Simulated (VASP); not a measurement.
**Ca: single point with PBEsol**

The system is Ca.

```
CELL_PARAMETERS angstrom
2.91860 0.00000 0.00000
-1.45930 2.52758 0.00000
0.00000 0.00000 4.75571
ATOMIC_POSITIONS crystal
Ca 0.33333 0.66667 0.25000
Ca 0.66667 0.33333 0.75000
```

This isn't the form of Ca at room conditions, which is fcc.

```
Program                : VASP 6.6.1
Task                   : single point
Functional             : PBEsol
Potentials or basis    : VASP PAW PBE potentials, release 64 (Ca_sv)
Cutoff                 : 520 eV
k mesh                 : 11 × 11 × 6
Occupations            : fermi-dirac, width 0.08 eV
Spin                   : no spin polarisation
Dipole correction      : no
Further INCAR settings : ALGO = Normal; EDIFF = 1e-06; NBANDS = 17
```

```
Pressure               : 46.5 GPa
Band gap on the k mesh : zero (bands 10 and 11 overlap by 1.16 eV)
```

Stress tensor (GPa, compression positive):
```
46.79  0.00  0.00
 0.00 46.79  0.00
 0.00  0.00 46.07
```

Levels at points of the mesh, in eV from the Fermi level:
| k point | band 8 | band 9 | band 10 | band 11 | band 12 | band 13 |
| --- | --- | --- | --- | --- | --- | --- |
| (0.00, 0.00, 0.00) | -20.49 | -4.43 | -1.49 | 2.96 | 3.24 | 3.24 |
| (0.00, 0.00, 0.50) | -20.63 | -2.41 | -2.41 | 2.04 | 2.04 | 3.21 |

Run time: 13 s on 1 thread of AMD EPYC 9R45 96-Core Processor (Zen 5), on a shared host, peak memory 0.14 GiB.

Caveat: the cell stands under pressure; the PAW data sets were made with another functional, which shifts forces and pressure a little.
